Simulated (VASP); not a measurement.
Here is a VASP 6.6.1 calculation.

INCAR

```
PREC = Accurate
ENCUT = 520
EDIFF = 1E-6
ISMEAR = 0
SIGMA = 0.1
LREAL = False
LASPH = True
NELM = 60
ALGO = Normal
ISIF = 2
LWAVE = False
LCHARG = True
GGA = PE
LELF = True
LVHAR = True
NBANDS = 16
```

KPOINTS

```
Automatic mesh
0
Gamma
  8 8 8
```

POSCAR

```
TiN
1.0
    0.0000000000      2.1259780253      2.1259780253
    2.1259780253      0.0000000000      2.1259780253
    2.1259780253      2.1259780253      0.0000000000
Ti N
1 1
Direct
    0.0000000000      0.0000000000      0.0000000000
    0.5000000000      0.5000000000      0.5000000000
```

Potentials or basis: VASP PAW PBE potentials, release 64 (Ti_sv, N).

Run with:

```console
$ cat potpaw_PBE.64/Ti_sv/POTCAR potpaw_PBE.64/N/POTCAR > POTCAR
$ mpirun -np 1 vasp_std > vasp.out
```

Task: Estimate the pressure.

Result: -0.4 GPa.
